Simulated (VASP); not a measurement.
KI: single point with PBE

Crystal: KI.

```
CELL_PARAMETERS angstrom
4.33214 0.04119 0.04119
0.04119 4.33214 0.04119
0.04119 0.04119 4.33214
ATOMIC_POSITIONS crystal
K 0.00000 0.00000 0.00000
I 0.50000 0.50000 0.50000
```

This cell differs from its parent crystal: strain along [111] +2.9%.

```json
{
  "Program": "VASP 6.6.1",
  "Task": "single point",
  "Functional": "PBE",
  "Potentials or basis": "VASP PAW PBE potentials, release 64 (K_sv, I)",
  "Cutoff": "500 eV",
  "k mesh": "6 × 6 × 6",
  "Occupations": "fermi-dirac, width 0.02 eV",
  "Spin": "no spin polarisation"
}
```

- Pressure: 0.1 GPa
- Band gap on the k mesh: 3.26 eV, indirect (least direct gap 3.57 eV)

Levels at points of the mesh, in eV from the valence-band top:
| k point | band 6 | band 7 | band 8 | band 9 | band 10 | band 11 |
| --- | --- | --- | --- | --- | --- | --- |
| (0.00, 0.00, 0.00) | -0.36 | -0.36 | -0.31 | 3.26 | 4.82 | 4.82 |
| (0.50, 0.00, 0.00) | -2.19 | -0.30 | -0.24 | 5.41 | 6.21 | 6.90 |
| (0.50, 0.50, 0.00) | -1.65 | -1.62 | 0.00 | 3.94 | 5.69 | 6.81 |
| (0.50, 0.50, 0.50) | -1.59 | -1.56 | -1.56 | 5.49 | 5.69 | 5.69 |

Wall time 20 s on 1 thread of Intel(R) Xeon(R) Platinum 8259CL CPU @ 2.50GHz (Skylake/Cascade Lake) (shared host), peak memory 0.19 GiB.

Caveat: the cell differs from its parent crystal (strain along [111] +2.9%); spin-orbit coupling is left out, which moves the levels of the heavy elements. A k mesh can miss the band edges.
